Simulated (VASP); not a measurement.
# Y (P6_3/mmc) in VASP: single point with r2SCAN

Aim: the single point of Y with r2SCAN.

Everything below comes from runs of VASP 6.6.1. Logs are shortened: lines on timing, memory, paths and dates and some standing lists are left out, and cuts for length are marked.

## (1) The cell of the first run

Symmetry: P6_3/mmc, No. 194, hexagonal system. Conventional cell: a = 3.647 Å, b = 3.647 Å, c = 5.731 Å, α = 90.00°, β = 90.00°, γ = 120.00°. Within 4.7 Å of Y (site symmetry -6m2) lie 12 Y at 3.56 to 3.65 Å.

## (2) Single point, r2SCAN, non-collinear spin, zero start, spin-orbit coupling

File POSCAR:

```
Y
1.0
    3.6474000000      0.0000000000      0.0000000000
   -1.8237000000      3.1587410578      0.0000000000
    0.0000000000      0.0000000000      5.7306000000
Y
2
Direct
    0.6666666667      0.3333333333      0.7500000000
    0.3333333333      0.6666666667      0.2500000000
```

File INCAR.step1:

```
PREC = Accurate ; ENCUT = 520
ISMEAR = -1 ; SIGMA = 0.05
LREAL = F ; LASPH = T
NELM = 150 ; MAGMOM = 0 0 0 0 0 0
LSORBIT = T ; GGA_COMPAT = F
LMAXMIX = 4 ; NBANDS = 34
GGA = PE ; ALGO = Normal
EDIFF = 1E-4 ; LWAVE = T
LCHARG = F
```

File INCAR.step2:

```
PREC = Accurate ; ENCUT = 520
EDIFF = 1E-7 ; ISMEAR = -1
SIGMA = 0.05 ; LREAL = F
LASPH = T ; NELM = 150
ALGO = Normal ; ISIF = 2
LWAVE = F ; LCHARG = T
MAGMOM = 0 0 0 0 0 0 ; LORBIT = 11
LSORBIT = T ; GGA_COMPAT = F
LORBMOM = T ; LMAXMIX = 4
METAGGA = R2SCAN ; LMIXTAU = T
LVHAR = T ; NBANDS = 34
ISTART = 1
```

File KPOINTS:

```
Automatic mesh
0
Gamma
  8 8 5
```

Potentials or basis: VASP PAW PBE potentials, release 64 (Y_sv).

Run with:

```
$ cat potpaw_PBE.64/Y_sv/POTCAR > POTCAR
$ cp INCAR.step1 INCAR
$ mpirun -np 1 vasp_ncl > vasp.out
$ cp INCAR.step2 INCAR
$ mpirun -np 1 vasp_ncl > vasp.out
```

OUTCAR:

```text
PREC = Accurate
   ENCUT = 520
   EDIFF = 1E-7
   ISMEAR = -1
   LREAL = F
   LASPH = T
   NELM = 150
   ISIF = 2
   LORBIT = 11
   LSORBIT = T
   METAGGA = R2SCAN
   ISTART = 1

 ion  position               nearest neighbor table
   1  0.667  0.333  0.750-   2 3.56   2 3.56   2 3.56   2 3.56   2 3.56   2 3.56
   2  0.333  0.667  0.250-   1 3.56   1 3.56   1 3.56   1 3.56   1 3.56   1 3.56

  LATTYP: Found a hexagonal cell.
 ALAT       =     3.6474000000
 C/A-ratio  =     1.5711465702

  Lattice vectors:

 A1 = (   3.6474000000,   0.0000000000,   0.0000000000)
 A2 = (  -1.8237000000,   3.1587410578,   0.0000000000)
 A3 = (   0.0000000000,   0.0000000000,   5.7306000000)

Analysis of symmetry for initial positions (statically):
=====================================================================
 Subroutine PRICEL returns:
 Original cell was already a primitive cell.

 Routine SETGRP: Setting up the symmetry group for a
 hexagonal supercell.

 Subroutine GETGRP returns: Found 24 space group operations
 (whereof 12 operations were pure point group operations)
 out of a pool of 24 trial point group operations.

The static configuration has the point symmetry D_3d.
 The point group associated with its full space group is D_6h.

Analysis of symmetry for dynamics (positions and initial velocities):
=====================================================================
 Subroutine PRICEL returns:
 Original cell was already a primitive cell.

 Routine SETGRP: Setting up the symmetry group for a
 hexagonal supercell.

 Subroutine GETGRP returns: Found 24 space group operations
 (whereof 12 operations were pure point group operations)
 out of a pool of 24 trial point group operations.

The dynamic configuration has the point symmetry D_3d.
 The point group associated with its full space group is D_6h.

Analysis of structural, dynamic, and magnetic symmetry:
=====================================================================
 Subroutine PRICEL returns:
 Original cell was already a primitive cell.

 Routine SETGRP: Setting up the symmetry group for a
 hexagonal supercell.

 Subroutine GETGRP returns: Found 24 space group operations
 (whereof 12 operations were pure point group operations)
 out of a pool of 24 trial point group operations.

The overall configuration has the point symmetry D_3d.
 The point group associated with its full space group is D_6h.

 Subroutine INISYM returns: Found 24 space group operations
 (whereof 12 operations are pure point group operations),
 and found     1 'primitive' translations

----------------------------------------------------------------------------------------

                                     Primitive cell

  volume of cell :      66.0233

  direct lattice vectors                    reciprocal lattice vectors
     3.647400000  0.000000000  0.000000000     0.274167900  0.158290911  0.000000000
    -1.823700000  3.158741058  0.000000000     0.000000000  0.316581822  0.000000000
     0.000000000  0.000000000  5.730600000     0.000000000  0.000000000  0.174501797

  length of vectors
     3.647400000  3.647400000  5.730600000     0.316581822  0.316581822  0.174501797

  position of ions in fractional coordinates (direct lattice)
     0.666666667  0.333333333  0.750000000
     0.333333333  0.666666667  0.250000000

  ion indices of the primitive-cell ions
   primitive index   ion index
                 1           1
                 2           2

----------------------------------------------------------------------------------------

 KPOINTS: Automatic mesh

Automatic generation of k-mesh.
 Grid dimensions read from file:
 generate k-points for:    8    8    5

[... 108 lines left out ...]
  ext. energy  EPLUGINS =         0.00000000
  ---------------------------------------------------
  free energy    TOTEN  =       -40.64071787 eV

  energy without entropy =      -40.60256280  energy(sigma->0) =      -40.62164034

 E-fermi :   3.0078     XC(G=0): -10.0493

 val. band max:        2.9864974808   @ k =   0.3750  -0.0000   0.0000
 cond. band min:       3.0117673613   @ k =   0.2500   0.1250   0.0000
 fundamental gap:      0.0252698805
 Fermi energy:         3.0078290229

 k-point     1 :       0.0000    0.0000    0.0000
  band No.  band energies     occupation
      1     -41.1809      1.00000
      2     -41.1809      1.00000
      3     -41.1033      1.00000
      4     -41.1033      1.00000
      5     -21.4697      1.00000
      6     -21.4697      1.00000
[... 877 lines left out ...]
     33       7.8301      0.00000
     34       7.8309      0.00000

 [... further k-points ...]

------------------------ aborting loop because EDIFF is reached ----------------------------------------

  FORCE on cell =-STRESS in cart. coord.  units (eV):
  Direction    XX          YY          ZZ          XY          YZ          ZX
  --------------------------------------------------------------------------------------
  -------------------------------------------------------------------------------------
  Total        0.3887481      0.3887481      0.1231361      0.0000000     -0.0000000      0.0000000
  in kB        9.4336837      9.4336837      2.9881219      0.0000000     -0.0000000      0.0000000
  external PRESSURE =       7.2851631 kB  Pullay stress =       0.0000000 kB

 VOLUME and BASIS-vectors are now :
 -----------------------------------------------------------------------------
  energy-cutoff  :      520.00
  volume of cell :       66.02
      direct lattice vectors                 reciprocal lattice vectors
     3.647400000  0.000000000  0.000000000     0.274167900  0.158290911  0.000000000
    -1.823700000  3.158741058  0.000000000     0.000000000  0.316581822  0.000000000
     0.000000000  0.000000000  5.730600000     0.000000000  0.000000000  0.174501797

 POSITION                                       TOTAL-FORCE (eV/Angst)
 -----------------------------------------------------------------------------------
      1.82370      1.05291      4.29795        -0.000000      0.000000      0.000000
     -0.00000      2.10583      1.43265         0.000000      0.000000      0.000000
 -----------------------------------------------------------------------------------
    total drift:                               -0.000000      0.000000     -0.000000

  FREE ENERGIE OF THE ION-ELECTRON SYSTEM (eV)
  ---------------------------------------------------
  free  energy   TOTEN  =       -40.6407178713 eV

  energy  without entropy=      -40.6025628032  energy(sigma->0) =      -40.62164034

 orbital moment (x)

 # of ion     p       d       f       tot
 ------------------------------------------------
  1        -0.000  -0.000  -0.000  -0.000
  2         0.000   0.000  -0.000   0.000
 ------------------------------------------------
            0.000   0.000  -0.000   0.000

 orbital moment (y)

 # of ion     p       d       f       tot
 ------------------------------------------------
  1         0.000  -0.000  -0.000   0.000
  2         0.000  -0.000   0.000   0.000
 ------------------------------------------------
            0.000  -0.000  -0.000   0.000

 orbital moment (z)

 # of ion     p       d       f       tot
 ------------------------------------------------
  1         0.000   0.000   0.000   0.000
  2         0.000   0.000  -0.000   0.000
 ------------------------------------------------
            0.000   0.000  -0.000   0.000

 Spin-Orbit-Coupling matrix elements

 Ion:    1  E_soc:     -0.0955614
 l=   1
     0.0000000    -0.0157813    -0.0158445
    -0.0157813     0.0000000    -0.0157813
    -0.0158445    -0.0157813     0.0000000
 l=   2
     0.0000000    -0.0000214     0.0000000    -0.0000214    -0.0000763
    -0.0000214     0.0000000    -0.0000912    -0.0000292    -0.0000214
     0.0000000    -0.0000912     0.0000000    -0.0000912     0.0000000
    -0.0000214    -0.0000292    -0.0000912     0.0000000    -0.0000214
    -0.0000763    -0.0000214     0.0000000    -0.0000214     0.0000000
 l=   3
     0.0000000     0.0000000     0.0000000     0.0000000     0.0000000     0.0000000     0.0000000
     0.0000000     0.0000000     0.0000000     0.0000000     0.0000000    -0.0000000     0.0000000
     0.0000000     0.0000000     0.0000000     0.0000000     0.0000000     0.0000000     0.0000000
     0.0000000     0.0000000     0.0000000     0.0000000     0.0000000     0.0000000     0.0000000
     0.0000000     0.0000000     0.0000000     0.0000000     0.0000000     0.0000000     0.0000000
     0.0000000    -0.0000000     0.0000000     0.0000000     0.0000000     0.0000000     0.0000000
     0.0000000     0.0000000     0.0000000     0.0000000     0.0000000     0.0000000     0.0000000

 Ion:    2  E_soc:     -0.0955614
 l=   1
     0.0000000    -0.0157813    -0.0158445
    -0.0157813     0.0000000    -0.0157813
    -0.0158445    -0.0157813     0.0000000
 l=   2
     0.0000000    -0.0000214     0.0000000    -0.0000214    -0.0000763
    -0.0000214     0.0000000    -0.0000912    -0.0000292    -0.0000214
     0.0000000    -0.0000912     0.0000000    -0.0000912     0.0000000
    -0.0000214    -0.0000292    -0.0000912     0.0000000    -0.0000214
    -0.0000763    -0.0000214     0.0000000    -0.0000214     0.0000000
 l=   3
     0.0000000     0.0000000     0.0000000     0.0000000     0.0000000     0.0000000     0.0000000
     0.0000000     0.0000000     0.0000000     0.0000000     0.0000000    -0.0000000     0.0000000
     0.0000000     0.0000000     0.0000000     0.0000000     0.0000000     0.0000000     0.0000000
     0.0000000     0.0000000     0.0000000     0.0000000     0.0000000     0.0000000     0.0000000
     0.0000000     0.0000000     0.0000000     0.0000000     0.0000000     0.0000000     0.0000000
     0.0000000    -0.0000000     0.0000000     0.0000000     0.0000000     0.0000000     0.0000000
     0.0000000     0.0000000     0.0000000     0.0000000     0.0000000     0.0000000     0.0000000

 total charge

# of ion       s       p       d       f       tot
--------------------------------------------------
    1        2.266   6.271   0.872   0.007   9.416
    2        2.266   6.271   0.872   0.007   9.416
--------------------------------------------------
tot          4.533  12.542   1.743   0.013  18.831

 magnetization (x)

# of ion       s       p       d       f       tot
--------------------------------------------------
    1       -0.000   0.000   0.000   0.000  -0.000
    2        0.000   0.000   0.000   0.000   0.000
--------------------------------------------------
tot          0.000   0.000   0.000   0.000   0.000

 magnetization (y)

# of ion       s       p       d       f       tot
--------------------------------------------------
    1        0.000   0.000   0.000  -0.000  -0.000
    2        0.000   0.000   0.000   0.000   0.000
--------------------------------------------------
tot          0.000   0.000   0.000  -0.000   0.000

 magnetization (z)

# of ion       s       p       d       f       tot
--------------------------------------------------
    1        0.000   0.000   0.000   0.000   0.000
    2        0.000   0.000   0.000   0.000   0.000
--------------------------------------------------
tot          0.000   0.000   0.000   0.000   0.000
```

It took 32 min on 1 thread of Intel Xeon 8259CL, shared host; peak memory 0.42 GiB.

What came out:

```yaml
Free_energy: -40.6407 eV
Pressure: 0.7 GPa
Net_moment: 0.00 μB per cell
Valence_electrons_inside_the_program's_atomic_spheres: Y 9.42
```

Stress tensor (GPa, compression positive):
```
0.94 0.00 0.00
0.00 0.94 0.00
0.00 0.00 0.30
```

Moments on the atoms (μB; x, y, z):
```
Y   0.00 0.00 0.00
Y   0.00 0.00 0.00
```

Caveat: the PAW data sets were made with another functional, which shifts forces and pressure a little.
